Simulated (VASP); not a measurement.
Here is a VASP 6.6.1 calculation.

The input INCAR:

```
ALGO = Normal
EDIFF = 1E-6
ENCUT = 520
GGA = PE
ISIF = 2
ISMEAR = 0
ISYM = 0
LASPH = True
LCHARG = False
LREAL = Auto
LWAVE = False
NBANDS = 46
NELM = 100
PREC = Accurate
SIGMA = 0.1
```

Contents of KPOINTS:

```
Automatic mesh
0
Gamma
  2 2 2
  0.5 0.5 0.5
```

File POSCAR:

```
YAl7
1.0
    6.5792559590     -0.2106349915      0.0085624675
   -0.1952945779      7.5427112240     -0.1645266444
    0.0092935967     -0.1888157797      6.0207422119
Al Y
14 2
Direct
    0.6907992832      0.1536262309      0.7128869822
    0.9671851080      0.3603706748      0.4415501795
    0.5030703789      0.8504856393      0.4671428272
    0.6975309720      0.6162997198      0.1872700564
    0.9712069841      0.3638611564      0.9649872943
    0.8887995786      0.9164738080      0.9636002327
    0.6424993046      0.1614604533      0.2199341526
    0.4996183693      0.8536509153      0.9370257453
    0.7459227756      0.6082709146      0.6802902458
    0.8852501139      0.9191055117      0.4334880148
    0.4170552137      0.4054365245      0.9357217738
    0.1707867346      0.6457084844      0.7021118812
    0.4211343332      0.4091396144      0.4586772285
    0.2178746340      0.1235529366      0.1982715935
    0.2195824018      0.0761840970      0.6983420265
    0.1687169232      0.6934381714      0.2021102805
```

Potentials or basis: VASP PAW PBE potentials, release 64 (Al, Y_sv).

Run with:

```console
$ cat potpaw_PBE.64/Al/POTCAR potpaw_PBE.64/Y_sv/POTCAR > POTCAR
$ mpirun -np 1 vasp_std > vasp.out
```

Problem. What does it give for the largest force?

Solution. 0.011 eV/Å.

Problem. Estimate the band gap on the k mesh.

Solution. Zero (band 32 reaches 6.84 eV, above the bottom of band 33 at 6.46 eV).

Problem. Estimate the pressure.

Solution. 0.0 GPa.

Stress tensor (GPa, compression positive):
```
-0.07 -0.02 -0.01
-0.02  0.19 -0.02
-0.01 -0.02 -0.03
```

Caveat: the k points lie up to 0.52 Å⁻¹ apart.
